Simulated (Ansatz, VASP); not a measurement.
**Two plane-wave programs on Ta2B2O**

```xyz
5
Lattice="-2.0376 2.0376 4.5856 2.0376 -2.0376 4.5856 2.0376 2.0376 -4.5856" Properties=species:S:1:pos:R:3 pbc="T T T"
Ta    0.0000    2.0376    0.0000
Ta    2.0376    0.0000    0.0000
B     0.0000    2.0376    2.2928
B     2.0376    0.0000    2.2928
O     0.0000    0.0000    4.5856
```

Alike in both runs: functional PBE; k mesh 14 × 14 × 14; occupations gaussian, width 0.1 eV; no spin polarisation.

Ansatz relaxed the structure, and its values are those at the end. VASP's run is a single point on that final structure, the one shown.

|  | VASP | Ansatz |
| --- | --- | --- |
| version | VASP 6.6.1 | Ansatz 0.2.0 |
| potentials or method | VASP PAW PBE potentials, release 64 (Ta_pv, B, O), cutoff 520 eV | scalar-relativistic, plane waves, PAW |
| valence electrons in the cell | 34 | 38 |

VASP gave:

- gap on the k mesh at the Fermi level (eV): none
- pressure (GPa): 0.2

Problem. Which values does Ansatz return?

Solution. gap on the k mesh at the Fermi level (eV): none; pressure (GPa): 0.0.

A gap of «none» marks a metal or a gap that the smearing closes. VASP's potentials hold 34 valence electrons a cell and Ansatz's 38, so a difference there can come from the potentials and not from the codes.

Spin-orbit coupling is off throughout.
